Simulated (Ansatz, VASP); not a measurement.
**BN in VASP and in Ansatz**

```
N B
1.0
     2.49824    0.00000    0.00000
    -1.24912    2.16354    0.00000
     0.00000    0.00000    6.63570
N B
2 2
Direct
  0.66667 0.33333 0.25000
  0.33333 0.66667 0.75000
  0.66667 0.33333 0.75000
  0.33333 0.66667 0.25000
```

Alike in both runs: functional r2SCAN50; k mesh 6 × 6 × 2; occupations fermi-dirac, width 0.05 eV; no spin polarisation.

|  | VASP | Ansatz |
| --- | --- | --- |
| version | VASP 6.6.1 | Ansatz 0.2.0 |
| potentials or method | VASP PAW PBE potentials, release 64 (N, B) | Ansatz PAW |
| plane-wave cutoff (eV) | 520 | 500 |
| valence electrons in the cell | 16 | 16 |
| task | single point | band structure |

VASP gave:

| Property | Result |
| --- | --- |
| gap on the k mesh at the Fermi level (eV) | 8.69 |
| least direct gap on the mesh (eV) | 9.21 |
| pressure (GPa) | -5.1 |
| traceless stress, the component that is largest in VASP (GPa) | 5.52 |

Q: Estimate Ansatz's values.

A: gap on the k mesh at the Fermi level (eV): 8.63; least direct gap on the mesh (eV): 9.16; pressure (GPa): -5.4; traceless stress, the component that is largest in VASP (GPa): 6.33.

VASP's potentials were made for PBE, not for r2SCAN50. The functional is the same, so the differences come from potentials, cutoffs and numerics.

The k mesh is coarse, so the values compare programs but aren't converged.
